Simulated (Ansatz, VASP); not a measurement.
**Rb: VASP beside Ansatz**

```
CELL_PARAMETERS angstrom
5.03446 0.00000 0.00000
-2.51723 4.35997 0.00000
0.00000 0.00000 8.33680
ATOMIC_POSITIONS crystal
Rb 0.33333 0.66667 0.25000
Rb 0.66667 0.33333 0.75000
```

Alike in both runs: functional PBE; k mesh 11 × 11 × 6; occupations fermi-dirac, width 0.03 eV; no spin polarisation.

Ansatz relaxed the structure, and its values are those at the end. VASP's run is a single point on that final structure, the one shown.

|  | VASP | Ansatz |
| --- | --- | --- |
| version | VASP 6.6.1 | Ansatz 0.2.0 |
| potentials or method | VASP PAW PBE potentials, release 64 (Rb_sv) | PAW with Ansatz's default frozen-core files, scalar-relativistic |
| plane-wave cutoff (eV) | 520 | 420 |
| valence electrons in the cell | 18 | 18 |

|  | VASP | Ansatz | Ansatz less VASP |
| --- | --- | --- | --- |
| pressure (GPa) | 0.0 | 0.0 | 0.00 |

With one functional, cell and mesh, what is left measures potentials, basis and numerics.
